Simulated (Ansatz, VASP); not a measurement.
## Al2Cl2F in VASP and in Ansatz

File INCAR:

```
PREC = Accurate
ENCUT = 520
EDIFF = 1E-7
ISMEAR = 0
SIGMA = 0.1
LREAL = F
LASPH = T
NELM = 100
ALGO = Normal
ISIF = 2
LWAVE = F
LCHARG = T
GGA = PE
LELF = T
LVHAR = T
NBANDS = 22
```

KPOINTS

```
Automatic mesh
0
Gamma
  4 4 4
```

The input POSCAR:

```
Al2Cl2F
1.0
    4.2753473100      0.0000000000      0.0000000000
    0.0000000000      4.2753473100      0.0000000000
    0.0000000000      0.0000000000      5.7822451800
Al Cl F
2 2 1
Direct
    0.5000000000      0.5000000000      0.7335791000
    0.5000000000      0.5000000000      0.2664209000
    0.0000000000      0.5000000000      0.5000000000
    0.5000000000      0.0000000000      0.5000000000
    0.5000000000      0.5000000000      0.0000000000
```

Input for Ansatz:

```yaml
crystal:
  lattice:
    - [4.27534731, 0.0, 0.0]
    - [0.0, 4.27534731, 0.0]
    - [0.0, 0.0, 5.78224518]
  atoms:
    - { symbol: Al, position: [0.5, 0.5, 0.7335791] }
    - { symbol: Al, position: [0.5, 0.5, 0.2664209] }
    - { symbol: Cl, position: [0.0, 0.5, 0.5] }
    - { symbol: Cl, position: [0.5, 0.0, 0.5] }
    - { symbol: F, position: [0.5, 0.5, 0.0] }
basis:
  ecutwfc: 420
kpoints:
  mp_grid: { grid: [4, 4, 4] }
hamiltonian:
  xc: pbe
scf:
  occupations: { method: gaussian, width: 0.1 }
  lower_state_search: "off"
output:
  forces: true
  stress: true
  eigenvalues: true
```

Alike in both runs: task single point; functional PBE; k mesh 4 × 4 × 4; occupations gaussian, width 0.1 eV; no spin polarisation.

|  | VASP | Ansatz |
| --- | --- | --- |
| version | VASP 6.6.1 | Ansatz 0.2.0 |
| potentials or method | VASP PAW PBE potentials, release 64 (Al, Cl, F), cutoff 520 eV | scalar-relativistic, plane waves, PAW |
| valence electrons in the cell | 27 | 27 |

Ansatz gave:

```
gap on the k mesh at the Fermi level (eV)                     : none
pressure (GPa)                                                : 21.7
traceless stress, the component that is largest in VASP (GPa) : 20.32
rms of the force components (eV/Å)                            : 2.760
```

Question: Which values does VASP return?

Answer: gap on the k mesh at the Fermi level (eV): none; pressure (GPa): 22.1; traceless stress, the component that is largest in VASP (GPa): 21.27; rms of the force components (eV/Å): 2.865.

Atom by atom the forces differ by 0.105 eV/Å (rms over components). A gap of «none» marks a metal or a gap that the smearing closes.

The k mesh is coarse, so the values compare programs but aren't converged.
